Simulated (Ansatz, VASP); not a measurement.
## One calculation of BiTe, two programs

```xyz
6
Lattice="4.5975 0.0000 0.0000 -2.2988 3.9816 0.0000 0.0000 0.0000 11.2715" Properties=species:S:1:pos:R:3 pbc="T T T"
Bi    0.0000    0.0000    0.0000
Bi    0.0000    2.6544    3.7572
Bi    2.2988    1.3272    7.5143
Te    2.2988    1.3272    1.8786
Te    0.0000    0.0000    5.6358
Te    0.0000    2.6544    9.3929
```

Alike in both runs: functional PBE; k mesh 12 × 12 × 4; occupations gaussian, width 0.1 eV; no spin polarisation.

Ansatz relaxed the structure, and its values are those at the end. VASP's run is a single point on that final structure, the one shown.

|  | VASP | Ansatz |
| --- | --- | --- |
| version | VASP 6.6.1 | Ansatz 0.2.0 |
| potentials or method | VASP PAW PBE potentials, release 64 (Bi_d, Te), cutoff 520 eV | scalar-relativistic, plane waves, PAW |
| valence electrons in the cell | 63 | 93 |

```csv
,VASP,Ansatz,Ansatz less VASP
gap on the k mesh at the Fermi level (eV),none,none,-
pressure (GPa),-0.1,0.0,+0.05
```

A gap of «none» marks a metal or a gap that the smearing closes. VASP's potentials hold 63 valence electrons a cell and Ansatz's 93, so a difference there can come from the potentials and not from the codes.

Spin-orbit coupling is off throughout.
